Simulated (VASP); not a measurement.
Here is a VASP 6.6.1 calculation.

INCAR

```
  PREC = Accurate
  ENCUT = 600
  EDIFF = 1E-7
  ISMEAR = 0
  SIGMA = 0.02
  LREAL = False
  LASPH = True
  NELM = 120
  ALGO = Normal
  ISIF = 3
  LWAVE = False
  LCHARG = False
  IBRION = 2
  NSW = 100
  EDIFFG = -0.002
  GGA_COMPAT = False
  NELMIN = 4
```

Contents of KPOINTS:

```
regular mesh
0
Gamma
  8 8 8
```

The input POSCAR:

```
CaO
1.0
    0.0000000000      2.3540036583      2.3540036583
    2.3540036583      0.0000000000      2.3540036583
    2.3540036583      2.3540036583      0.0000000000
Ca O
1 1
Direct
    0.0000000000      0.0000000000      0.0000000000
    0.5000000000      0.5000000000      0.5000000000
```

Potentials or basis: VASP PAW LDA potentials, release 64 (Ca_sv, O).

The run is started by

```sh
$ cat potpaw_LDA.64/Ca_sv/POTCAR potpaw_LDA.64/O/POTCAR > POTCAR
$ mpirun -np 1 vasp_std > vasp.out
```

(1) Estimate the relaxed volume.

(2) Estimate the relaxed cell.

(3) Predict the space group after relaxing (to 0.05 Å).

Results:

(1) 13.13 Å³/atom.

(2) a = 3.336 Å, b = 3.336 Å, c = 3.336 Å, α = 60.00°, β = 60.00°, γ = 60.00°.

(3) Fm-3m (No. 225).
